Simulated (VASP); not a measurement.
# Si2Ni (Fm-3m) in VASP: a series of runs

Si2Ni is run at these levels: PBE, LDA; tasks: single point.

All numbers are computed with VASP 6.6.1; they aren't measurements. Logs are shortened: lines on timing, memory, paths and dates and some standing lists are left out, and cuts for length are marked.

## Step 1: The cell of the first run

It takes space group Fm-3m (No. 225, cubic). Conventional cell: a = 5.406 Å, b = 5.406 Å, c = 5.406 Å, α = 90.00°, β = 90.00°, γ = 90.00°. Ni (site symmetry m-3m) has 8 Si at 2.34 Å within 3.1 Å. Within 3.1 Å of Si (site symmetry -43m) lie 4 Ni at 2.34 Å and 6 Si at 2.70 Å.

## Step 2: Single point, PBE, collinear spin, ferromagnetic start

File INCAR:

```
SYSTEM = Si2Ni
PREC     = Accurate       ! precision mode
ENCUT    = 520            ! plane-wave cutoff, eV
EDIFF    = 1E-6           ! SCF threshold, eV
ISMEAR   = 1              ! smearing method
SIGMA    = 0.05           ! smearing width, eV
LREAL    = .False.        ! projectors in reciprocal space
LASPH    = .True.         ! aspherical terms in the spheres
NELM     = 150            ! most SCF steps
ALGO     = Normal         ! electronic algorithm
ISIF     = 2              ! what is computed and relaxed
LWAVE    = .False.        ! write WAVECAR
LCHARG   = .False.        ! write CHGCAR
ISPIN    = 2              ! spin polarisation
MAGMOM   = 1 0 0          ! initial moments
LORBIT   = 11             ! projections on sites
LMAXMIX  = 4              ! l up to which the mixer works
GGA      = PE             ! functional
NBANDS   = 20             ! bands
```

File KPOINTS:

```
Automatic mesh
0
Gamma
  14 14 14
  0 0 0
```

File POSCAR:

```
Si2Ni
1.0
    0.0000000000      2.7030000000      2.7030000000
    2.7030000000      0.0000000000      2.7030000000
    2.7030000000      2.7030000000      0.0000000000
Ni Si
1 2
Direct
    0.0000000000      0.0000000000      0.0000000000
    0.7500000000      0.7500000000      0.7500000000
    0.2500000000      0.2500000000      0.2500000000
```

Potentials or basis: VASP PAW PBE potentials, release 64 (Ni, Si).

Started as:

```sh
$ cat potpaw_PBE.64/Ni/POTCAR potpaw_PBE.64/Si/POTCAR > POTCAR
$ mpirun -np 1 vasp_std > vasp.out
```

OUTCAR:

```text
SYSTEM = Si2Ni
   PREC = Accurate
   ENCUT = 520
   EDIFF = 1E-6
   ISMEAR = 1
   LREAL = .False.
   LASPH = .True.
   NELM = 150
   ISIF = 2
   ISPIN = 2
   LORBIT = 11
   GGA = PE

 ion  position               nearest neighbor table
   1  0.000  0.000  0.000-   2 2.34   2 2.34   3 2.34   3 2.34   2 2.34   2 2.34   3 2.34   3 2.34

   2  0.750  0.750  0.750-   1 2.34   1 2.34   1 2.34   1 2.34   3 2.70   3 2.70   3 2.70   3 2.70
                             3 2.70   3 2.70
   3  0.250  0.250  0.250-   1 2.34   1 2.34   1 2.34   1 2.34   2 2.70   2 2.70   2 2.70   2 2.70
                             2 2.70   2 2.70

  LATTYP: Found a face centered cubic cell.
 ALAT       =     5.4060000000

  Lattice vectors:

 A1 = (   0.0000000000,   2.7030000000,   2.7030000000)
 A2 = (   2.7030000000,   0.0000000000,   2.7030000000)
 A3 = (   2.7030000000,   2.7030000000,   0.0000000000)

Analysis of symmetry for initial positions (statically):
=====================================================================
 Subroutine PRICEL returns:
 Original cell was already a primitive cell.

 Routine SETGRP: Setting up the symmetry group for a
 face centered cubic supercell.

 Subroutine GETGRP returns: Found 48 space group operations
 (whereof 48 operations were pure point group operations)
 out of a pool of 48 trial point group operations.

The static configuration has the point symmetry O_h .

Analysis of symmetry for dynamics (positions and initial velocities):
=====================================================================
 Subroutine PRICEL returns:
 Original cell was already a primitive cell.

 Routine SETGRP: Setting up the symmetry group for a
 face centered cubic supercell.

 Subroutine GETGRP returns: Found 48 space group operations
 (whereof 48 operations were pure point group operations)
 out of a pool of 48 trial point group operations.

The dynamic configuration has the point symmetry O_h .

Analysis of structural, dynamic, and magnetic symmetry:
=====================================================================
 Subroutine PRICEL returns:
 Original cell was already a primitive cell.

 Routine SETGRP: Setting up the symmetry group for a
 face centered cubic supercell.

 Subroutine GETGRP returns: Found 48 space group operations
 (whereof 48 operations were pure point group operations)
 out of a pool of 48 trial point group operations.

The overall configuration has the point symmetry O_h .

 Subroutine INISYM returns: Found 48 space group operations
 (whereof 48 operations are pure point group operations),
 and found     1 'primitive' translations

----------------------------------------------------------------------------------------

                                     Primitive cell

  volume of cell :      39.4974

  direct lattice vectors                    reciprocal lattice vectors
     0.000000000  2.703000000  2.703000000    -0.184979652  0.184979652  0.184979652
     2.703000000  0.000000000  2.703000000     0.184979652 -0.184979652  0.184979652
     2.703000000  2.703000000  0.000000000     0.184979652  0.184979652 -0.184979652

  length of vectors
     3.822619259  3.822619259  3.822619259     0.320394156  0.320394156  0.320394156

  position of ions in fractional coordinates (direct lattice)
     0.000000000  0.000000000  0.000000000
     0.750000000  0.750000000  0.750000000
     0.250000000  0.250000000  0.250000000

  ion indices of the primitive-cell ions
   primitive index   ion index
                 1           1
                 2           2
                 3           3

----------------------------------------------------------------------------------------

 KPOINTS: Automatic mesh

Automatic generation of k-mesh.
 Grid dimensions read from file:
 generate k-points for:   14   14   14

 Generating k-lattice:

  Cartesian coordinates                     Fractional coordinates (reciprocal lattice)
    -0.013212832  0.013212832  0.013212832     0.071428571  0.000000000  0.000000000
     0.013212832 -0.013212832  0.013212832     0.000000000  0.071428571  0.000000000
     0.013212832  0.013212832 -0.013212832     0.000000000  0.000000000  0.071428571

  Length of vectors
     0.022885297  0.022885297  0.022885297

  Shift w.r.t. Gamma in fractional coordinates (k-lattice)
     0.000000000  0.000000000  0.000000000

 Subroutine IBZKPT returns following result:
 ===========================================

 Found    104 irreducible k-points:

 Following reciprocal coordinates:
            Coordinates               Weight
  0.000000  0.000000  0.000000      1.000000
  0.071429  0.000000  0.000000      8.000000
  0.142857  0.000000  0.000000      8.000000
  0.214286  0.000000  0.000000      8.000000
  0.285714  0.000000  0.000000      8.000000
  0.357143  0.000000  0.000000      8.000000
[... 16 lines left out ...]
  0.214286  0.142857  0.000000     24.000000
  0.285714  0.142857  0.000000     24.000000
 [... further k-points ...]
   k-points           NKPTS =    104   k-points in BZ     NKDIM =    104   number of bands    NBANDS=     20
   number of dos      NEDOS =    301   number of ions     NIONS =      3
   total plane-waves  NPLWV =  21952
   dimension x,y,z NGX =    28 NGY =   28 NGZ =   28
   dimension x,y,z NGXF=    56 NGYF=   56 NGZF=   56
   ions per type =               1   2
   NGX,Y,Z   is equivalent  to a cutoff of  12.18, 12.18, 12.18 a.u.
   NGXF,Y,Z  is equivalent  to a cutoff of  24.35, 24.35, 24.35 a.u.
 SYSTEM =  Si2Ni
   PREC   = accura    normal or accurate (medium, high low for compatibility)
   ISTART =      0    job   : 0-new  1-cont  2-samecut
   ICHARG =      2    charge: 1-file 2-atom 10-const
   ISPIN  =      2    spin polarized calculation?
   LNONCOLLINEAR =      F non collinear calculations
   LSORBIT =      F    spin-orbit coupling
   LASPH  =      T    aspherical Exc in radial PAW
   ENCUT  =  520.0 eV  38.22 Ry    6.18 a.u.   7.11  7.11  7.11*2*pi/ulx,y,z
   NELM   =    150;   NELMIN=  2; NELMDL= -5     # of ELM steps
   EDIFF  = 0.1E-05   stopping-criterion for ELM
   LREAL  =      F    real-space projection
   EDIFFG = 0.1E-04   stopping-criterion for IOM
   NSW    =      0    number of steps for IOM
   IBRION =     -1    ionic relax: 0-MD 1-quasi-New 2-CG
   NFREE  =      0    steps in history (QN), initial steepest desc. (CG)
   ISIF   =      2    stress and relaxation
   ISYM   =      2    0-nonsym 1-usesym 2-fastsym
   POTIM  = 0.5000    time-step for ionic-motion
   TEBEG  =    0.0;   TEEND  =   0.0 temperature during run
   PSTRESS=    0.0 pullay stress
   NELECT =      18.0000    total number of electrons
   NUPDOWN=      -1.0000    fix difference up-down
   EMIN   =  10.00;   EMAX   =-10.00  energy-range for DOS
   EFERMI =   0.00;   METHOD = LEGACY
   ISMEAR =     1;   SIGMA  =   0.05  broadening in eV -4-tet -1-fermi 0-gaus
   EFERMI_NEDOS =   21; number of points for ismear=-14 and -15
   IALGO  =     38    algorithm
   IMIX   =      4    mixing-type and parameters
     AMIX     =   0.40;   BMIX     =  1.00
     AMIX_MAG =   1.60;   BMIX_MAG =  1.00
  volume/ion in A,a.u.               =      13.17        88.85
  Fermi-wavevector in a.u.,A,eV,Ry     =   1.259823  2.380721 21.594550  1.587155
  Thomas-Fermi vector in A             =   2.393364
   LORBIT       =     11    0 simple, 1 ext, 2 COOP (PROOUT), +10 PAW based schemes
   GGA     = PE    functional components
   LHFCALC =     F    Hartree Fock is set to
   AEXX    =    0.0000 exact exchange contribution
   IVDW    =     0    specifies the selected vdW correction
   LEPSILON=     F    determine dielectric tensor
   LRPA    =     F    only Hartree local field effects (RPA)
 spin polarized calculation
 Methfessel and Paxton  Order N= 1 SIGMA  =   0.05
  energy-cutoff  :      520.00
  volume of cell :       39.50
 maximum number of plane-waves:      1090
   NGX = 15   NGY = 15   NGZ = 15

 number of electron      17.9999999 magnetization       0.0000211

 number of electron      17.9999999 magnetization      -0.0000037

 Free energy of the ion-electron system (eV)
  ---------------------------------------------------
  ext. energy  EPLUGINS =         0.00000000
  ---------------------------------------------------
  free energy    TOTEN  =       -17.36055789 eV

  energy without entropy =      -17.36047890  energy(sigma->0) =      -17.36053156

 E-fermi :  10.5244     XC(G=0): -11.5864

 val. band max:       10.5220577270   @ k =  -0.4286   0.4286   0.0714
 cond. band min:      10.5342861763   @ k =  -0.2143   0.1429   0.0000
 fundamental gap:      0.0122284493
 Fermi energy:        10.5243882745

 spin component 1

 k-point     1 :       0.0000    0.0000    0.0000
  band No.  band energies     occupation
      1      -3.3991      1.00000
      2       5.2560      1.00000
      3       5.2560      1.00000
      4       5.2560      1.00000
      5       6.9505      1.00000
      6       6.9505      1.00000
[... 12 lines left out ...]
     19      19.6282      0.00000
[... 513 lines left out ...]
      4       5.4607      1.00000
      5       6.4187      1.00000
      6       7.0815      1.00000
[... 12 lines left out ...]
     19      23.6948      0.00000
     20      25.8583      0.00000

 [... further k-points ...]

 spin component 2

 k-point     1 :       0.0000    0.0000    0.0000
  band No.  band energies     occupation
      1      -3.3992      1.00000
      2       5.2559      1.00000
      3       5.2559      1.00000
      4       5.2559      1.00000
      5       6.9506      1.00000
      6       6.9506      1.00000
[... 12 lines left out ...]
     19      19.6282      0.00000
[... 513 lines left out ...]
      4       5.4607      1.00000
      5       6.4188      1.00000
      6       7.0816      1.00000
[... 12 lines left out ...]
     19      23.6949      0.00000
     20      25.8637      0.00000

 [... further k-points ...]

------------------------ aborting loop because EDIFF is reached ----------------------------------------

  FORCE on cell =-STRESS in cart. coord.  units (eV):
  Direction    XX          YY          ZZ          XY          YZ          ZX
  --------------------------------------------------------------------------------------
  -------------------------------------------------------------------------------------
  Total        0.8124708      0.8124708      0.8124708      0.0000000      0.0000000     -0.0000000
  in kB       32.9571923     32.9571923     32.9571923      0.0000000      0.0000000     -0.0000000
  external PRESSURE =      32.9571923 kB  Pullay stress =       0.0000000 kB

 VOLUME and BASIS-vectors are now :
 -----------------------------------------------------------------------------
  energy-cutoff  :      520.00
  volume of cell :       39.50
      direct lattice vectors                 reciprocal lattice vectors
     0.000000000  2.703000000  2.703000000    -0.184979652  0.184979652  0.184979652
     2.703000000  0.000000000  2.703000000     0.184979652 -0.184979652  0.184979652
     2.703000000  2.703000000  0.000000000     0.184979652  0.184979652 -0.184979652

 POSITION                                       TOTAL-FORCE (eV/Angst)
 -----------------------------------------------------------------------------------
      0.00000      0.00000      0.00000        -0.000000     -0.000000      0.000000
      4.05450      4.05450      4.05450        -0.000000     -0.000000      0.000000
      1.35150      1.35150      1.35150         0.000000      0.000000     -0.000000
 -----------------------------------------------------------------------------------
    total drift:                               -0.000000     -0.000000      0.000000

  FREE ENERGIE OF THE ION-ELECTRON SYSTEM (eV)
  ---------------------------------------------------
  free  energy   TOTEN  =       -17.3605578933 eV

  energy  without entropy=      -17.3604789029  energy(sigma->0) =      -17.36053156

 total charge

# of ion       s       p       d       tot
------------------------------------------
    1        0.559   0.798   8.451   9.808
    2        0.742   0.844   0.000   1.586
    3        0.742   0.844   0.000   1.586
--------------------------------------------------
tot          2.043   2.487   8.451  12.981

 magnetization (x)

# of ion       s       p       d       tot
------------------------------------------
    1       -0.000  -0.000   0.000   0.000
    2       -0.000  -0.000   0.000  -0.000
    3       -0.000  -0.000   0.000  -0.000
--------------------------------------------------
tot         -0.000  -0.000   0.000  -0.000
```

Run time: 4.4 min. Hardware: 1 thread of Intel Xeon 8259CL, shared host; peak memory 0.26 GiB.

What came out:

* Free energy: -17.3606 eV
* Pressure: 3.3 GPa
* Band gap on the k mesh: zero (filled and empty bands overlap)
* Net moment: 0.00 μB per cell
* Valence electrons inside the program's atomic spheres: Ni 9.81; Si 1.59

Levels at points of the mesh, in eV from the Fermi level:
Spin up:
```
           k point  band 5  band 6  band 7  band 8  band 9  band 10  band 11  band 12  band 13  band 14
(0.00, 0.00, 0.00)   -3.57   -3.57   -0.37    1.63    1.63     1.63     2.21     2.21     2.21     4.65
(0.50, 0.00, 0.00)   -3.77   -3.39   -3.39   -1.52   -1.52     1.72     1.74     1.74     2.54     9.14
(0.50, 0.50, 0.00)   -4.60   -3.66   -3.66   -3.50   -3.17    -0.49     1.35     7.66     8.24     8.24
```
Spin down:
| k point | band 7 | band 8 | band 9 | band 10 | band 11 | band 12 |
| --- | --- | --- | --- | --- | --- | --- |
| (0.00, 0.00, 0.00) | -0.37 | 1.63 | 1.63 | 1.63 | 2.21 | 2.21 |
| (0.50, 0.00, 0.00) | -3.39 | -1.52 | -1.52 | 1.72 | 1.74 | 1.74 |
| (0.50, 0.50, 0.00) | -3.66 | -3.50 | -3.17 | -0.49 | 1.35 | 7.66 |

Caveat: the cell stands under pressure; the moments typed at the start vanished in this run.

## Step 3: Single point, LDA, collinear spin, ferromagnetic start

This run uses another cell than the first one, of 12.38 Å³/atom.

File INCAR:

```
PREC = Accurate
ENCUT = 600
EDIFF = 1E-6
ISMEAR = -1
SIGMA = 0.05
LREAL = F
LASPH = T
NELM = 200
ALGO = Normal
ISIF = 2
LWAVE = F
LCHARG = F
ISPIN = 2
MAGMOM = 1 0 0
LORBIT = 11
LMAXMIX = 4
GGA = CA
NBANDS = 20
GGA_COMPAT = F
```

File KPOINTS:

```
regular mesh
0
Gamma
  9 9 9
```

File POSCAR:

```
Si2Ni
1.0
    0.0000000000      2.6478212519      2.6478212519
    2.6478212519      0.0000000000      2.6478212519
    2.6478212519      2.6478212519      0.0000000000
Ni Si
1 2
Direct
    0.0000000000      0.0000000000      0.0000000000
    0.7500000000      0.7500000000      0.7500000000
    0.2500000000      0.2500000000      0.2500000000
```

Potentials or basis: VASP PAW LDA potentials, release 64 (Ni, Si).

Started as:

```sh
$ cat potpaw_LDA.64/Ni/POTCAR potpaw_LDA.64/Si/POTCAR > POTCAR
$ mpirun -np 1 vasp_std > vasp.out
```

It took 87 s on 1 thread of Intel Xeon Platinum 8259CL at 2.50GHz (Skylake/Cascade Lake), shared host; peak memory 0.19 GiB.

Results (log left out):

```
Free energy                                           : -19.8770 eV
Pressure                                              : 5.9 GPa
Band gap on the k mesh                                : zero (filled and empty bands overlap)
Net moment                                            : 0.00 μB per cell
Valence electrons inside the program's atomic spheres : Ni 10.00; Si 1.64
```

Levels at points of the mesh, in eV from the Fermi level:
Spin up:
| k point | band 7 | band 8 | band 9 | band 10 | band 11 | band 12 |
| --- | --- | --- | --- | --- | --- | --- |
| (0.00, 0.00, 0.00) | 0.08 | 1.75 | 1.75 | 1.75 | 2.14 | 2.14 |
Spin down:
| k point | band 6 | band 7 | band 8 | band 9 | band 10 | band 11 | band 12 | band 13 |
| --- | --- | --- | --- | --- | --- | --- | --- | --- |
| (0.00, 0.00, 0.00) | -3.93 | 0.08 | 1.75 | 1.75 | 1.75 | 2.14 | 2.14 | 2.14 |

Caveat: the cell stands under pressure; the moments typed at the start vanished in this run.

## Step 4: Single point, LDA, collinear spin, ferromagnetic start

This run uses another cell than the first one, of 12.64 Å³/atom.

File INCAR:

```
ALGO     = Normal         # electronic algorithm
EDIFF    = 1E-6           # SCF threshold, eV
ENCUT    = 600            # plane-wave cutoff, eV
GGA      = CA             # functional
GGA_COMPAT= F            
ISIF     = 2              # what is computed and relaxed
ISMEAR   = -1             # smearing method
ISPIN    = 2              # spin polarisation
LASPH    = T              # aspherical terms in the spheres
LCHARG   = F              # write CHGCAR
LMAXMIX  = 4              # l up to which the mixer works
LORBIT   = 11             # projections on sites
LREAL    = F              # projectors in reciprocal space
LWAVE    = F              # write WAVECAR
MAGMOM   = 1 0 0          # initial moments
NBANDS   = 20             # bands
NELM     = 200            # most SCF steps
PREC     = Accurate       # precision mode
SIGMA    = 0.05           # smearing width, eV
```

File KPOINTS:

```
k-points
0
Gamma
  9 9 9
```

File POSCAR:

```
Si2Ni
1.0
    0.0000000000      2.6664684948      2.6664684948
    2.6664684948      0.0000000000      2.6664684948
    2.6664684948      2.6664684948      0.0000000000
Ni Si
1 2
Direct
    0.0000000000      0.0000000000      0.0000000000
    0.7500000000      0.7500000000      0.7500000000
    0.2500000000      0.2500000000      0.2500000000
```

Started as:

```sh
$ cat potpaw_LDA.64/Ni/POTCAR potpaw_LDA.64/Si/POTCAR > POTCAR
$ mpirun -np 1 vasp_std > vasp.out
```

It took 87 s on 1 thread of Intel Xeon Platinum 8259CL at 2.50GHz (Skylake/Cascade Lake), shared host; peak memory 0.19 GiB.

The run converged. Its results:

| Item | Value |
| --- | --- |
| Free energy | -19.8974 eV |
| Pressure | 2.2 GPa |
| Band gap on the k mesh | zero (filled and empty bands overlap) |
| Net moment | 0.00 μB per cell |
| Valence electrons inside the program's atomic spheres | Ni 9.94; Si 1.62 |

Levels at points of the mesh, in eV from the Fermi level:
Spin up:
| k point | band 7 | band 8 | band 9 | band 10 | band 11 | band 12 |
| --- | --- | --- | --- | --- | --- | --- |
| (0.00, 0.00, 0.00) | -0.08 | 1.74 | 1.74 | 1.74 | 2.19 | 2.19 |
Spin down:
| k point | band 5 | band 6 | band 7 | band 8 | band 9 | band 10 | band 11 | band 12 | band 13 | band 14 |
| --- | --- | --- | --- | --- | --- | --- | --- | --- | --- | --- |
| (0.00, 0.00, 0.00) | -3.79 | -3.79 | -0.08 | 1.74 | 1.74 | 1.74 | 2.19 | 2.19 | 2.19 | 4.75 |

Caveat: the moments typed at the start vanished in this run.

## Step 5: Summary

| level | potentials or basis | cell | k mesh | cutoff (eV) | smearing | gap on the mesh (eV) | pressure (GPa) | moment (μB) |
| --- | --- | --- | --- | --- | --- | --- | --- | --- |
| PBE | VASP PAW PBE potentials, release 64 (Ni, Si) | a = 3.823 Å, angles 60.0°, 3 atoms | 14 × 14 × 14 | 520 | methfessel-paxton 0.05 eV | none | 3.3 | 0.00 |
| LDA | VASP PAW LDA potentials, release 64 (Ni, Si) | a = 3.745 Å, angles 60.0°, 3 atoms | 9 × 9 × 9 | 600 | fermi-dirac 0.05 eV | none | 5.9 | 0.00 |
| LDA | VASP PAW LDA potentials, release 64 (Ni, Si) | a = 3.771 Å, angles 60.0°, 3 atoms | 9 × 9 × 9 | 600 | fermi-dirac 0.05 eV | none | 2.2 | 0.00 |

Alike in all rows: task single point; spin collinear, ferromagnetic start.

Caveats: the moments typed at the start vanished in this run; the cell stands under pressure (at least some runs).

Total energies depend on the potentials used, so only differences within one code and one set of settings carry meaning.

The gap in the log of VASP goes by the Fermi energy; the results here count the filled bands.